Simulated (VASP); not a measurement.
Input of a VASP 6.6.1 run:

The input INCAR:

```
SYSTEM = W
ALGO = Normal
EDIFF = 1E-6
ENCUT = 520
ISIF = 2
ISMEAR = -1
LASPH = .TRUE.
LCHARG = .FALSE.
LREAL = .FALSE.
LWAVE = .FALSE.
NBANDS = 13
NELM = 60
PREC = Accurate
SIGMA = 0.15
```

File KPOINTS:

```
k-points
0
G
  20 20 20
  0 0 0
```

POSCAR

```
W
1.0
    0.0000000000      2.0003237076      2.0003237076
    2.0003237076      0.0000000000      2.0003237076
    2.0003237076      2.0003237076      0.0000000000
W
1
Direct
    0.0000000000      0.0000000000      0.0000000000
```

Potentials or basis: VASP PAW LDA potentials, release 64 (W_sv).

Command:

```bash
$ cat potpaw_LDA.64/W_sv/POTCAR > POTCAR
$ mpirun -np 1 vasp_std > vasp.out
```

Q: Estimate the pressure.

A: -4.2 GPa.

Q: Predict the band gap on the k mesh.

A: Zero (band 7 reaches 14.04 eV, above the bottom of band 8 at 10.09 eV).

Caveat: spin-orbit coupling is left out, which moves the levels of the heavy elements.
